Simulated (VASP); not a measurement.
# Li2H (P6_3/mmc) in VASP: single point with PBE

Aim: the single point of Li2H with PBE.

All numbers are computed with VASP 6.6.1; they aren't measurements. Logs are shortened: lines on timing, memory, paths and dates and some standing lists are left out, and cuts for length are marked.

## (1) The cell of the first run

It takes space group P6_3/mmc (No. 194, hexagonal). Conventional cell: a = 2.809 Å, b = 2.809 Å, c = 10.246 Å, α = 90.00°, β = 90.00°, γ = 120.00°. Li (site symmetry 3m) has 3 H at 2.05 Å and 1 Li at 2.50 Å within 2.7 Å. H (site symmetry -6m2) has 6 Li at 2.05 Å within 2.7 Å.

## (2) Single point, PBE

POSCAR reads:

```
Li2H
1.0
    2.8086224313      0.0000000000      0.0000000000
   -1.4043112156      2.4323383751      0.0000000000
    0.0000000000      0.0000000000     10.2458399619
Li H
4 2
Direct
    0.3333333333      0.6666666667      0.3720945128
    0.6666666667      0.3333333333      0.8720945128
    0.3333333333      0.6666666667      0.1279054872
    0.6666666667      0.3333333333      0.6279054872
    0.0000000000      0.0000000000      0.2500000000
    0.0000000000      0.0000000000      0.7500000000
```

INCAR.step1 reads:

```
  PREC = Accurate
  ENCUT = 520
  EDIFF = 1E-6
  ISMEAR = 0
  SIGMA = 0.1
  LREAL = F
  LASPH = T
  NELM = 80
  ALGO = Normal
  ISIF = 2
  LWAVE = F
  LCHARG = T
  GGA = PE
  NBANDS = 16
```

KPOINTS.step1 reads:

```
Automatic mesh
0
Gamma
  15 15 4
```

INCAR.step2 reads:

```
  PREC = Accurate
  ENCUT = 520
  EDIFF = 1E-6
  ISMEAR = -5
  SIGMA = 0.1
  LREAL = F
  LASPH = T
  NELM = 80
  ALGO = Normal
  ISIF = 2
  LWAVE = F
  LCHARG = F
  GGA = PE
  LORBIT = 10
  NBANDS = 16
  NEDOS = 2001
  ICHARG = 11
```

KPOINTS.step2 reads:

```
Automatic mesh
0
Gamma
  23 23 6
```

Potentials or basis: VASP PAW PBE potentials, release 64 (Li_sv, H).

The run is started by

```bash
cat potpaw_PBE.64/Li_sv/POTCAR potpaw_PBE.64/H/POTCAR > POTCAR
cp INCAR.step1 INCAR
cp KPOINTS.step1 KPOINTS
mpirun -np 1 vasp_std > vasp.out
cp INCAR.step2 INCAR
cp KPOINTS.step2 KPOINTS
mpirun -np 1 vasp_std > vasp.out
```

OUTCAR:

```text
PREC = Accurate
   ENCUT = 520
   EDIFF = 1E-6
   ISMEAR = -5
   LREAL = F
   LASPH = T
   NELM = 80
   ISIF = 2
   GGA = PE
   LORBIT = 10
   ICHARG = 11

 ion  position               nearest neighbor table
   1  0.333  0.667  0.372-   3 2.50
   2  0.667  0.333  0.872-   4 2.50
   3  0.333  0.667  0.128-   1 2.50
   4  0.667  0.333  0.628-   2 2.50
   5  0.000  0.000  0.250-
   6  0.000  0.000  0.750-

  LATTYP: Found a hexagonal cell.
 ALAT       =     2.8086224313
 C/A-ratio  =     3.6479947777

  Lattice vectors:

 A1 = (   2.8086224313,   0.0000000000,   0.0000000000)
 A2 = (  -1.4043112156,   2.4323383751,   0.0000000000)
 A3 = (   0.0000000000,   0.0000000000,  10.2458399619)

Analysis of symmetry for initial positions (statically):
=====================================================================
 Subroutine PRICEL returns:
 Original cell was already a primitive cell.

 Routine SETGRP: Setting up the symmetry group for a
 hexagonal supercell.

 Subroutine GETGRP returns: Found 24 space group operations
 (whereof 12 operations were pure point group operations)
 out of a pool of 24 trial point group operations.

The static configuration has the point symmetry D_3d.
 The point group associated with its full space group is D_6h.

Analysis of symmetry for dynamics (positions and initial velocities):
=====================================================================
 Subroutine PRICEL returns:
 Original cell was already a primitive cell.

 Routine SETGRP: Setting up the symmetry group for a
 hexagonal supercell.

 Subroutine GETGRP returns: Found 24 space group operations
 (whereof 12 operations were pure point group operations)
 out of a pool of 24 trial point group operations.

The dynamic configuration has the point symmetry D_3d.
 The point group associated with its full space group is D_6h.

 Subroutine INISYM returns: Found 24 space group operations
 (whereof 12 operations are pure point group operations),
 and found     1 'primitive' translations

----------------------------------------------------------------------------------------

                                     Primitive cell

  volume of cell :      69.9947

  direct lattice vectors                    reciprocal lattice vectors
     2.808622431  0.000000000  0.000000000     0.356046434  0.205563504  0.000000000
    -1.404311216  2.432338375  0.000000000     0.000000000  0.411127009  0.000000000
     0.000000000  0.000000000 10.245839962     0.000000000  0.000000000  0.097600588

  length of vectors
     2.808622431  2.808622431 10.245839962     0.411127009  0.411127009  0.097600588

  position of ions in fractional coordinates (direct lattice)
     0.333333333  0.666666667  0.372094513
     0.666666667  0.333333333  0.872094513
     0.333333333  0.666666667  0.127905487
     0.666666667  0.333333333  0.627905487
     0.000000000  0.000000000  0.250000000
     0.000000000  0.000000000  0.750000000

  ion indices of the primitive-cell ions
   primitive index   ion index
                 1           1
                 2           2
                 3           3
                 4           4
                 5           5
                 6           6

----------------------------------------------------------------------------------------

 KPOINTS: Automatic mesh

Automatic generation of k-mesh.
 Grid dimensions read from file:
 generate k-points for:   23   23    6

 Generating k-lattice:

  Cartesian coordinates                     Fractional coordinates (reciprocal lattice)
     0.015480280  0.008937544  0.000000000     0.043478261  0.000000000  0.000000000
     0.000000000  0.017875087  0.000000000     0.000000000  0.043478261  0.000000000
     0.000000000  0.000000000  0.016266765     0.000000000  0.000000000  0.166666667

  Length of vectors
     0.017875087  0.017875087  0.016266765

  Shift w.r.t. Gamma in fractional coordinates (k-lattice)
     0.000000000  0.000000000  0.000000000

 TETIRR: Found   3243 inequivalent tetrahedra from    19044

 Subroutine IBZKPT returns following result:
 ===========================================

 Found    224 irreducible k-points:

 Following reciprocal coordinates:
            Coordinates               Weight
  0.000000  0.000000  0.000000      1.000000
  0.043478 -0.000000  0.000000      6.000000
  0.086957 -0.000000  0.000000      6.000000
  0.130435  0.000000  0.000000      6.000000
  0.173913 -0.000000  0.000000      6.000000
  0.217391 -0.000000  0.000000      6.000000
[... 16 lines left out ...]
  0.478261  0.043478  0.000000      6.000000
  0.086957  0.086957  0.000000      6.000000
 [... further k-points ...]
   k-points           NKPTS =    224   k-points in BZ     NKDIM =    224   number of bands    NBANDS=     16
   number of dos      NEDOS =   2001   number of ions     NIONS =      6
   total plane-waves  NPLWV =  46080
   dimension x,y,z NGX =    24 NGY =   24 NGZ =   80
   dimension x,y,z NGXF=    48 NGYF=   48 NGZF=  160
   ions per type =               4   2
   NGX,Y,Z   is equivalent  to a cutoff of  14.21, 14.21, 12.98 a.u.
   NGXF,Y,Z  is equivalent  to a cutoff of  28.41, 28.41, 25.96 a.u.
 SYSTEM =  unknown system
   PREC   = accura    normal or accurate (medium, high low for compatibility)
   ISTART =      0    job   : 0-new  1-cont  2-samecut
   ICHARG =     11    charge: 1-file 2-atom 10-const
   ISPIN  =      1    spin polarized calculation?
   LNONCOLLINEAR =      F non collinear calculations
   LSORBIT =      F    spin-orbit coupling
   LASPH  =      T    aspherical Exc in radial PAW
   ENCUT  =  520.0 eV  38.22 Ry    6.18 a.u.   5.22  5.22 19.05*2*pi/ulx,y,z
   NELM   =     80;   NELMIN=  2; NELMDL=  0     # of ELM steps
   EDIFF  = 0.1E-05   stopping-criterion for ELM
   LREAL  =      F    real-space projection
   EDIFFG = 0.1E-04   stopping-criterion for IOM
   NSW    =      0    number of steps for IOM
   IBRION =     -1    ionic relax: 0-MD 1-quasi-New 2-CG
   NFREE  =      0    steps in history (QN), initial steepest desc. (CG)
   ISIF   =      2    stress and relaxation
   ISYM   =      2    0-nonsym 1-usesym 2-fastsym
   POTIM  = 0.5000    time-step for ionic-motion
   TEBEG  =    0.0;   TEEND  =   0.0 temperature during run
   PSTRESS=    0.0 pullay stress
   NELECT =      14.0000    total number of electrons
   NUPDOWN=      -1.0000    fix difference up-down
   EMIN   =  10.00;   EMAX   =-10.00  energy-range for DOS
   EFERMI =   0.00;   METHOD = LEGACY
   ISMEAR =    -5;   SIGMA  =   0.10  broadening in eV -4-tet -1-fermi 0-gaus
   EFERMI_NEDOS =   21; number of points for ismear=-14 and -15
   IALGO  =     38    algorithm
   IMIX   =      4    mixing-type and parameters
     AMIX     =   0.40;   BMIX     =  1.00
     AMIX_MAG =   1.60;   BMIX_MAG =  1.00
  volume/ion in A,a.u.               =      11.67        78.72
  Fermi-wavevector in a.u.,A,eV,Ry     =   0.957405  1.809234 12.471441  0.916625
  Thomas-Fermi vector in A             =   2.086420
   LORBIT       =     10    0 simple, 1 ext, 2 COOP (PROOUT), +10 PAW based schemes
   GGA     = PE    functional components
   LHFCALC =     F    Hartree Fock is set to
   AEXX    =    0.0000 exact exchange contribution
   IVDW    =     0    specifies the selected vdW correction
   LEPSILON=     F    determine dielectric tensor
   LRPA    =     F    only Hartree local field effects (RPA)
 non-spin polarized calculation
 Fermi weights with tetrahedron method with Bloechl corrections
  energy-cutoff  :      520.00
  volume of cell :       69.99
 maximum number of plane-waves:      1908
 NGX is ok and might be reduce to    24

 number of electron      14.0000004 magnetization

 Free energy of the ion-electron system (eV)
  ---------------------------------------------------
  ext. energy  EPLUGINS =         0.00000000
  ---------------------------------------------------
  free energy    TOTEN  =       -15.56653194 eV

  energy without entropy =      -15.56653194  energy(sigma->0) =      -15.56653194

 E-fermi :   1.9014     XC(G=0):  -7.8327

 val. band max:        1.9482361181   @ k =   0.2174   0.2174   0.5000
 cond. band min:       1.8356728755   @ k =   0.3478   0.0435   0.5000
 fundamental gap:     -0.1125632426
 Fermi energy:         1.9014414379

 k-point     1 :       0.0000    0.0000    0.0000
  band No.  band energies     occupation
      1     -45.0451      2.00000
      2     -45.0367      2.00000
      3     -45.0180      2.00000
      4     -45.0097      2.00000
      5      -5.2845      2.00000
      6      -5.1655      2.00000
[... 8 lines left out ...]
     15      16.0502      0.00000
     16      16.0526      0.00000

 k-point     2 :       0.0435   -0.0000    0.0000
  band No.  band energies     occupation
      1     -45.0445      2.00000
      2     -45.0361      2.00000
      3     -45.0174      2.00000
      4     -45.0092      2.00000
      5      -5.2508      2.00000
      6      -5.1312      2.00000
[... 8 lines left out ...]
     15      15.6835      0.00000
     16      15.7325      0.00000

 k-point     3 :       0.0870   -0.0000    0.0000
  band No.  band energies     occupation
      1     -45.0425      2.00000
      2     -45.0344      2.00000
      3     -45.0157      2.00000
      4     -45.0077      2.00000
      5      -5.1501      2.00000
      6      -5.0284      2.00000
[... 8 lines left out ...]
     15      15.0452      0.00000
     16      15.1051      0.00000
[... 362 lines left out ...]
 k-point    23 :       0.4783    0.0435    0.0000
  band No.  band energies     occupation
      1     -45.0092      2.00000
      2     -45.0067      2.00000
      3     -44.9846      2.00000
      4     -44.9821      2.00000
      5      -2.3290      2.00000
      6      -2.1950      2.00000
[... 8 lines left out ...]
     15      10.3904      0.00000
     16      11.3522      0.00000

 k-point    24 :       0.0870    0.0870    0.0000
  band No.  band energies     occupation
      1     -45.0378      2.00000
      2     -45.0303      2.00000
      3     -45.0114      2.00000
      4     -45.0038      2.00000
      5      -4.8845      2.00000
      6      -4.7577      2.00000
[... 8 lines left out ...]
     15      13.7575      0.00000
     16      14.8030      0.00000

 [... further k-points ...]

------------------------ aborting loop because EDIFF is reached ----------------------------------------

  FORCE on cell =-STRESS in cart. coord.  units (eV):
  Direction    XX          YY          ZZ          XY          YZ          ZX
  --------------------------------------------------------------------------------------
  -------------------------------------------------------------------------------------
  Total       -0.0673837     -0.0673837     -0.0594561     -0.0000000     -0.0000000      0.0000000
  in kB       -1.5424123     -1.5424123     -1.3609487     -0.0000000     -0.0000000      0.0000000
  external PRESSURE =      -1.4819245 kB  Pullay stress =       0.0000000 kB

 VOLUME and BASIS-vectors are now :
 -----------------------------------------------------------------------------
  energy-cutoff  :      520.00
  volume of cell :       69.99
      direct lattice vectors                 reciprocal lattice vectors
     2.808622431  0.000000000  0.000000000     0.356046434  0.205563504  0.000000000
    -1.404311216  2.432338375  0.000000000     0.000000000  0.411127009  0.000000000
     0.000000000  0.000000000 10.245839962     0.000000000  0.000000000  0.097600588

 POSITION                                       TOTAL-FORCE (eV/Angst)
 -----------------------------------------------------------------------------------
     -0.00000      1.62156      3.81242        -0.000000      0.000000     -0.002480
      1.40431      0.81078      8.93534        -0.000000     -0.000000     -0.002480
     -0.00000      1.62156      1.31050         0.000000      0.000000      0.002480
      1.40431      0.81078      6.43342         0.000000     -0.000000      0.002480
      0.00000      0.00000      2.56146         0.000000      0.000000      0.000000
      0.00000      0.00000      7.68438        -0.000000      0.000000      0.000000
 -----------------------------------------------------------------------------------
    total drift:                                0.000000      0.000000      0.000000

  FREE ENERGIE OF THE ION-ELECTRON SYSTEM (eV)
  ---------------------------------------------------
  free  energy   TOTEN  =       -15.5665319351 eV

  energy  without entropy=      -15.5665319351  energy(sigma->0) =      -15.56653194

 total charge

# of ion       s       p       d       tot
------------------------------------------
    1        2.027   0.055   0.000   2.082
    2        2.027   0.055   0.000   2.082
    3        2.027   0.055   0.000   2.082
    4        2.027   0.055   0.000   2.082
    5        0.525   0.002   0.000   0.527
    6        0.525   0.002   0.000   0.527
--------------------------------------------------
tot          9.158   0.224   0.000   9.382
```

Wall time 81 s (1 thread of Intel Xeon 6975P-C (Granite Rapids), shared host); peak memory 0.33 GiB.

What came out:

```yaml
Valence_electrons_inside_the_program's_atomic_spheres: Li 2.08; H 0.53
```

Levels at points of the mesh, in eV from the Fermi level:
```csv
k point,band 5,band 6,band 7,band 8,band 9,band 10
"(0.00, 0.00, 0.00)",-7.19,-7.07,-3.10,-2.25,1.75,5.58
"(0.00, 0.00, 0.50)",-7.13,-7.13,-2.73,-2.73,3.01,3.01
```

Caveat: the cutoff is under 1.25 times the usual one of these potentials, so pressure, stress and relaxed cells hold a basis-set (Pulay) error; tetrahedron occupations give inexact forces and stress in metals.
